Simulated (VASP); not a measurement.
Here is a VASP 6.6.1 calculation.

File INCAR:

```
SYSTEM = Sn
ALGO = Fast
EDIFF = 1E-7
ENCUT = 520
GGA = PS
ISIF = 2
ISMEAR = -1
LASPH = .True.
LCHARG = .False.
LREAL = .False.
LWAVE = .False.
NBANDS = 21
NELM = 100
PREC = Accurate
SIGMA = 0.05
```

KPOINTS

```
k-points
0
Gamma
  9 9 9
  0 0 0
```

File POSCAR:

```
Sn
1.0
   -2.9788309508      2.9788309508      1.6203478496
    2.9788309508     -2.9788309508      1.6203478496
    2.9788309508      2.9788309508     -1.6203478496
Sn
2
Direct
    0.0000000000      0.0000000000      0.0000000000
    0.7500000000      0.2500000000      0.5000000000
```

Potentials or basis: VASP PAW PBE potentials, release 64 (Sn_d).

Run with:

```sh
$ cat potpaw_PBE.64/Sn_d/POTCAR > POTCAR
$ mpirun -np 1 vasp_std > vasp.out
```

**Question.** What does it give for the pressure?

**Answer.** -3.3 GPa.

**Question.** What does it give for the band gap on the k mesh?

**Answer.** Zero (band 14 reaches 8.31 eV, above the bottom of band 15 at 4.52 eV).

Stress tensor (GPa, compression positive):
```
-3.17  0.00  0.00
 0.00 -3.17  0.00
 0.00  0.00 -3.43
```

Caveat: the PAW data sets were made with another functional, which shifts forces and pressure a little; spin-orbit coupling is left out, which moves the levels of the heavy elements.
